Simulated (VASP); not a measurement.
Set up this calculation in VASP 6.6.1, as the native input.

```
Task                   : single point
Functional             : PBE
Potentials or basis    : VASP PAW PBE potentials, release 64 (Lu, Be, H)
Cutoff                 : 520 eV
k mesh                 : 4 × 4 × 4
Occupations            : gaussian, width 0.1 eV
Spin                   : no spin polarisation
Dipole correction      : no
Further INCAR settings : ALGO = Normal; EDIFF = 1e-07; NBANDS = 49
```

The structure of Lu3BeH3 lies in POSCAR:

```
Lu3BeH3
1.0
    5.0294341829      0.0000000000      0.0000000000
    0.0000000000      5.0294341829      0.0000000000
    0.0000000000      0.0000000000      5.0294341829
Lu Be H
3 1 3
Direct
    0.5000000000      0.0000000000      0.0000000000
    0.0000000000      0.5000000000      0.0000000000
    0.0000000000      0.0000000000      0.5000000000
    0.0000000000      0.0000000000      0.0000000000
    0.0000000000      0.5000000000      0.5000000000
    0.5000000000      0.0000000000      0.5000000000
    0.5000000000      0.5000000000      0.0000000000
```

The cell was built from a structure type or drawn by symmetry, and may not be a known phase.

These files were run (other wordings do the same):

INCAR

```
SYSTEM = Lu3BeH3
PREC = Accurate
ENCUT = 520
EDIFF = 1E-7
ISMEAR = 0
SIGMA = 0.1
LREAL = .False.
LASPH = .True.
NELM = 80
ALGO = Normal
ISIF = 2
LWAVE = .False.
LCHARG = .False.
GGA = PE
NBANDS = 49
```

KPOINTS

```
regular mesh
0
Gamma
  4 4 4
  0 0 0
```

Potentials or basis: VASP PAW PBE potentials, release 64 (Lu, Be, H).

Launch:

```bash
$ cat potpaw_PBE.64/Lu/POTCAR potpaw_PBE.64/Be/POTCAR potpaw_PBE.64/H/POTCAR > POTCAR
$ mpirun -np 1 vasp_std > vasp.out
```

It gave:

```json
{"Pressure": "-0.1 GPa", "Band gap on the k mesh": "zero (bands 40 and 41 overlap by 0.95 eV)"}
```

Caveat: spin-orbit coupling is left out, which moves the levels of the heavy elements.

Wall time 2.4 min on 1 thread of Intel(R) Xeon(R) Platinum 8259CL CPU @ 2.50GHz (Skylake/Cascade Lake), on a shared host, peak memory 0.27 GiB.
